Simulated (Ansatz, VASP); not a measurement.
**Mo in VASP and in Ansatz**

INCAR

```
SYSTEM = Mo
PREC = Accurate
ENCUT = 600
EDIFF = 1E-7
ISMEAR = -1
SIGMA = 0.1
LREAL = .FALSE.
LASPH = .TRUE.
NELM = 80
ALGO = Normal
ISIF = 3
LWAVE = .FALSE.
LCHARG = .FALSE.
GGA = PE
IBRION = 2
NSW = 60
EDIFFG = -0.005
```

Contents of KPOINTS:

```
Automatic mesh
0
G
  21 21 21
  0 0 0
```

File POSCAR:

```
Mo
1.0
   -1.5813925127      1.5813925127      1.5813925127
    1.5813925127     -1.5813925127      1.5813925127
    1.5813925127      1.5813925127     -1.5813925127
Mo
1
Direct
    0.0000000000      0.0000000000      0.0000000000
```

Input for Ansatz:

```yaml
crystal:
  lattice:
    - [-1.5813925127, 1.5813925127, 1.5813925127]
    - [1.5813925127, -1.5813925127, 1.5813925127]
    - [1.5813925127, 1.5813925127, -1.5813925127]
  atoms:
    - { symbol: Mo, position: [0.0, 0.0, 0.0] }
kpoints:
  mp_grid: { grid: [21, 21, 21] }
scf:
  occupations: { method: fermi_dirac, width: 0.1 }
hamiltonian:
  xc: pbe
  pseudopotentials: { kind: paw }
output:
  forces: true
  stress: true
relax:
  f_tol: 0.005
  max_steps: 40
  cell: {}
```

Alike in both runs: task relaxation of cell and atoms; functional PBE; k mesh 21 × 21 × 21; occupations fermi-dirac, width 0.1 eV; no spin polarisation.

|  | VASP | Ansatz |
| --- | --- | --- |
| version | VASP 6.6.1 | Ansatz 0.2.0 |
| potentials or method | VASP PAW PBE potentials, release 64 (Mo_sv) | PAW with Ansatz's default frozen-core files, scalar-relativistic |
| plane-wave cutoff (eV) | 600 | 420 |
| valence electrons in the cell | 14 | 14 |

```tsv
	VASP	Ansatz	Ansatz less VASP
relaxed volume (Å³/atom)	15.82	15.79	-0.025
relaxed length of the cell vector where the two differ most in proportion (Å)	2.739	2.738	-0.0015
```

Noted on VASP's run: the relaxation stopped at its first step, so nothing moved.
